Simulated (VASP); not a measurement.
# Ir (Fm-3m) in VASP: further runs, part 2 of 2

VASP 6.6.1.

## Step 4: Single point, r2SCAN

POSCAR

```
Ir
1.0
    0.0000000000      1.9228496764      1.9228496764
    1.9228496764      0.0000000000      1.9228496764
    1.9228496764      1.9228496764      0.0000000000
Ir
1
Direct
    0.0000000000      0.0000000000      0.0000000000
```

INCAR.step1

```
SYSTEM = Ir
ALGO = Normal ; EDIFF = 1E-4
ENCUT = 520 ; GGA = PE
ISMEAR = -1 ; LASPH = .TRUE.
LCHARG = .FALSE. ; LREAL = .FALSE.
LWAVE = .TRUE. ; NBANDS = 10
NELM = 80 ; PREC = Accurate
SIGMA = 0.1
```

INCAR.step2

```
SYSTEM = Ir
ALGO = Normal ; EDIFF = 1E-7
ENCUT = 520 ; ISIF = 2
ISMEAR = -1 ; ISTART = 1
LASPH = .TRUE. ; LCHARG = .TRUE.
LELF = .TRUE. ; LMIXTAU = .TRUE.
LREAL = .FALSE. ; LVHAR = .TRUE.
LWAVE = .FALSE. ; METAGGA = R2SCAN
NBANDS = 10 ; NELM = 80
PREC = Accurate ; SIGMA = 0.1
```

KPOINTS

```
k-points
0
G
  14 14 14
  0 0 0
```

Potentials or basis: VASP PAW PBE potentials, release 64 (Ir).

Started as:

```bash
> cat potpaw_PBE.64/Ir/POTCAR > POTCAR
> cp INCAR.step1 INCAR
> mpirun -np 1 vasp_std > vasp.out
> cp INCAR.step2 INCAR
> mpirun -np 1 vasp_std > vasp.out
```

OUTCAR:

```text
SYSTEM = Ir
   EDIFF = 1E-7
   ENCUT = 520
   ISIF = 2
   ISMEAR = -1
   ISTART = 1
   LASPH = .TRUE.
   LREAL = .FALSE.
   METAGGA = R2SCAN
   NELM = 80
   PREC = Accurate

 ion  position               nearest neighbor table
   1  0.000  0.000  0.000-

  LATTYP: Found a face centered cubic cell.
 ALAT       =     3.8456993528

  Lattice vectors:

 A1 = (   0.0000000000,   1.9228496764,   1.9228496764)
 A2 = (   1.9228496764,   0.0000000000,   1.9228496764)
 A3 = (   1.9228496764,   1.9228496764,   0.0000000000)
[... 489 lines left out ...]
     10      32.0699      0.00000

 [... further k-points ...]

------------------------ aborting loop because EDIFF is reached ----------------------------------------

  FORCE on cell =-STRESS in cart. coord.  units (eV):
  Direction    XX          YY          ZZ          XY          YZ          ZX
  --------------------------------------------------------------------------------------
  -------------------------------------------------------------------------------------
  Total        0.2164174      0.2164174      0.2164174      0.0000000      0.0000000      0.0000000
  in kB       24.3857846     24.3857846     24.3857846      0.0000000      0.0000000      0.0000000
  external PRESSURE =      24.3857846 kB  Pullay stress =       0.0000000 kB

 VOLUME and BASIS-vectors are now :
 -----------------------------------------------------------------------------
  energy-cutoff  :      520.00
  volume of cell :       14.22
      direct lattice vectors                 reciprocal lattice vectors
     0.000000000  1.922849676  1.922849676    -0.260030727  0.260030727  0.260030727
     1.922849676  0.000000000  1.922849676     0.260030727 -0.260030727  0.260030727
     1.922849676  1.922849676  0.000000000     0.260030727  0.260030727 -0.260030727

 POSITION                                       TOTAL-FORCE (eV/Angst)
 -----------------------------------------------------------------------------------
      0.00000      0.00000      0.00000         0.000000      0.000000      0.000000
 -----------------------------------------------------------------------------------
    total drift:                                0.000000      0.000000     -0.000000

  FREE ENERGIE OF THE ION-ELECTRON SYSTEM (eV)
  ---------------------------------------------------
  free  energy   TOTEN  =       -52.3743446658 eV

  energy  without entropy=      -52.3407652652  energy(sigma->0) =      -52.35755497
```

OUTCAR.step1:

```text
SYSTEM = Ir
   EDIFF = 1E-4
   ENCUT = 520
   GGA = PE
   ISMEAR = -1
   LASPH = .TRUE.
   LREAL = .FALSE.
[... 527 lines left out ...]
 -----------------------------------------------------------------------------------
      0.00000      0.00000      0.00000         0.000000      0.000000      0.000000
 -----------------------------------------------------------------------------------
    total drift:                                0.000000      0.000000     -0.000000

  FREE ENERGIE OF THE ION-ELECTRON SYSTEM (eV)
  ---------------------------------------------------
  free  energy   TOTEN  =        -8.8525536227 eV

  energy  without entropy=       -8.8175448751  energy(sigma->0) =       -8.83504925
```

It took 23 s on 1 thread of Intel Xeon 6975P-C (Granite Rapids), shared host; peak memory 0.14 GiB.

What came out:

| Quantity | Value |
| --- | --- |
| Free energy | -52.3743 eV |
| Pressure | 2.4 GPa |

Caveat: the PAW data sets were made with another functional, which shifts forces and pressure a little; spin-orbit coupling is left out, which moves the levels of the heavy elements.

## Step 5: Single point, r2SCAN

POSCAR is that of step 4.

INCAR.step1

```
PREC = Accurate ; ENCUT = 520
ISMEAR = -1 ; SIGMA = 0.1
LREAL = F ; LASPH = T
NELM = 100 ; NBANDS = 10
GGA = PE ; ALGO = Normal
EDIFF = 1E-4 ; LWAVE = T
LCHARG = F
```

INCAR.step2

```
PREC = Accurate ; ENCUT = 520
EDIFF = 1E-7 ; ISMEAR = -1
SIGMA = 0.1 ; LREAL = F
LASPH = T ; NELM = 100
ALGO = Normal ; ISIF = 2
LWAVE = F ; LCHARG = F
METAGGA = R2SCAN ; LMIXTAU = T
NBANDS = 10 ; ISTART = 1
```

KPOINTS

```
Automatic mesh
0
Gamma
  14 14 14
```

Started as:

```bash
> cat potpaw_PBE.64/Ir/POTCAR > POTCAR
> cp INCAR.step1 INCAR
> mpirun -np 1 vasp_std > vasp.out
> cp INCAR.step2 INCAR
> mpirun -np 1 vasp_std > vasp.out
```

It took 22 s on 1 thread of Intel Xeon 6975P-C (Granite Rapids), shared host; peak memory 0.13 GiB.

It converged, with:

```yaml
Free_energy: -52.3743 eV
Pressure: 2.4 GPa
```

Levels at points of the mesh, in eV from the Fermi level:
```csv
k point,band 1,band 2,band 3,band 4,band 5,band 6,band 7,band 8,band 9
"(0.00, 0.00, 0.00)",-11.40,-3.90,-3.90,-3.90,-1.21,-1.21,15.18,21.02,21.02
"(0.50, 0.00, 0.00)",-8.29,-4.05,-4.05,-0.62,1.00,1.00,7.68,14.81,20.85
"(0.50, 0.50, 0.00)",-8.08,-7.50,0.90,1.63,1.63,1.85,11.07,12.38,12.38
```

Caveat: the PAW data sets were made with another functional, which shifts forces and pressure a little; spin-orbit coupling is left out, which moves the levels of the heavy elements.

## Step 6: The runs side by side

| k mesh | gap on the mesh (eV) | pressure (GPa) |
| --- | --- | --- |
| 9 × 9 × 9 | none | 1.7 |
| 11 × 11 × 11 | none | 2.8 |
| 14 × 14 × 14 | none | 2.4 |

Alike in all rows: task single point; level r2SCAN; potentials or basis VASP PAW PBE potentials, release 64 (Ir); no spin polarisation; cell as given; cutoff (eV) 520; smearing fermi-dirac 0.1 eV.

Every run on the cell as given and a fine mesh finds a metal.

Caveats: the PAW data sets were made with another functional, which shifts forces and pressure a little; spin-orbit coupling is left out, which moves the levels of the heavy elements.

Absolute energies hang on the potentials; compare differences alone.
